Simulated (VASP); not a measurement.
Here is a VASP 6.6.1 calculation.

The input INCAR:

```
SYSTEM = Lu
  PREC = Accurate
  ENCUT = 600
  EDIFF = 1E-6
  ISMEAR = 0
  SIGMA = 0.1
  LREAL = .FALSE.
  LASPH = .TRUE.
  NELM = 60
  ALGO = Fast
  ISIF = 4
  LWAVE = .FALSE.
  LCHARG = .FALSE.
  GGA = PE
  IBRION = 2
  NSW = 50
  EDIFFG = -0.01
```

Contents of KPOINTS:

```
regular mesh
0
G
  15 15 8
  0 0 0
```

The input POSCAR:

```
Lu
1.0
    3.4716372270      0.0000000000      0.0000000000
   -1.7358186135      3.0065260313      0.0000000000
    0.0000000000      0.0000000000      5.4061630316
Lu
2
Direct
    0.3333333333      0.6666666667      0.2500000000
    0.6666666667      0.3333333333      0.7500000000
```

Potentials or basis: VASP PAW PBE potentials, release 64 (Lu).

Launch:

```bash
$ cat potpaw_PBE.64/Lu/POTCAR > POTCAR
$ mpirun -np 1 vasp_std > vasp.out
```

Q: Estimate the band gap on the k mesh.

A: Zero (band 25 reaches 3.60 eV, above the bottom of band 26 at 1.70 eV).

Final structure:
```xyz
2
Lattice="3.4716 0.0000 0.0000 -1.7358 3.0065 0.0000 0.0000 0.0000 5.4062" Properties=species:S:1:pos:R:3 pbc="T T T"
Lu    0.0000    2.0044    1.3515
Lu    1.7358    1.0022    4.0546
```

Caveat: the relaxation stopped at its first step, so nothing moved; spin-orbit coupling is left out, which moves the levels of the heavy elements.
